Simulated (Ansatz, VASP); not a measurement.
Al in VASP and in Ansatz

```
CELL_PARAMETERS angstrom
0.00000 2.02481 2.02481
2.02481 0.00000 2.02481
2.02481 2.02481 0.00000
ATOMIC_POSITIONS crystal
Al 0.00000 0.00000 0.00000
```

Alike in both runs: task relaxation of cell and atoms; functional PBE; k mesh 30 × 30 × 30; occupations gaussian, width 0.5 eV; no spin polarisation.

```csv
,VASP,Ansatz
version,VASP 6.6.1,Ansatz 0.2.0
potentials or method,"VASP PAW PBE potentials, release 64 (Al)","scalar-relativistic, plane waves, PAW"
plane-wave cutoff (eV),600,420
valence electrons in the cell,3,3
```

|  | VASP | Ansatz | Ansatz less VASP |
| --- | --- | --- | --- |
| relaxed volume (Å³/atom) | 16.52 | 16.53 | +0.009 |
| relaxed cell length with the largest relative difference (Å) | 2.859 | 2.859 | +0.0005 |
